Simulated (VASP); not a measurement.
Wanted: the native input for a VASP 6.6.1 run.

```yaml
Task: single point
Functional: PBE
Potentials_or_basis: VASP PAW PBE potentials, release 64 (Cu, Ni)
Cutoff: 520 eV
k_mesh: 6 × 6 × 2
Occupations: gaussian, width 0.1 eV
Spin: collinear spin, ferromagnetic start
Starting_moments: "[0.0, 0.0, 2.0, 2.0, 2.0, 2.0] μB"
Dipole_correction: no
Further_INCAR_settings: ALGO = Normal; EDIFF = 1e-06; NBANDS = 44
```

The structure of CuNi2 lies in POSCAR:

```
CuNi2
1.0
    2.4984803880      0.0000000029      0.0000000000
   -1.2492401965      2.1637474854      0.0000000000
    0.0000000000      0.0000000000     12.4680978701
Cu Ni
2 4
Direct
    0.3333333333      0.6666666667      0.2500000000
    0.6666666667      0.3333333333      0.7500000000
    0.3333333333      0.6666666667      0.9192519728
    0.3333333333      0.6666666667      0.5807480272
    0.6666666667      0.3333333333      0.0807480272
    0.6666666667      0.3333333333      0.4192519728
```

One way to write it, as run:

INCAR

```
ALGO     = Normal         # electronic algorithm
EDIFF    = 1E-6           # SCF threshold, eV
ENCUT    = 520            # plane-wave cutoff, eV
GGA      = PE             # functional
ISIF     = 2              # what is computed and relaxed
ISMEAR   = 0              # smearing method
ISPIN    = 2              # spin polarisation
LASPH    = True           # aspherical terms in the spheres
LCHARG   = False          # write CHGCAR
LMAXMIX  = 4              # l up to which the mixer works
LORBIT   = 11             # projections on sites
LREAL    = False          # projectors in reciprocal space
LWAVE    = False          # write WAVECAR
MAGMOM   = 0 0 2 2 2 2    # initial moments
NBANDS   = 44             # bands
NELM     = 150            # most SCF steps
PREC     = Accurate       # precision mode
SIGMA    = 0.1            # smearing width, eV
```

KPOINTS

```
k-points
0
Gamma
  6 6 2
```

Potentials or basis: VASP PAW PBE potentials, release 64 (Cu, Ni).

Command:

```console
$ cat potpaw_PBE.64/Cu/POTCAR potpaw_PBE.64/Ni/POTCAR > POTCAR
$ mpirun -np 1 vasp_std > vasp.out
```

Results of the run:

* Pressure: 0.3 GPa
* Largest force: 0.008 eV/Å
* Net moment: 2.12 μB per cell
* Site moments: Cu +0.00; Ni +0.54 μB
* Valence electrons inside the program's atomic spheres: Cu 10.04; Ni 9.28

Caveat: the k points lie up to 0.48 Å⁻¹ apart.

Wall time 52 s on 1 thread of AMD EPYC 9R45 (Zen 5), with other jobs on the host, peak memory 0.21 GiB.
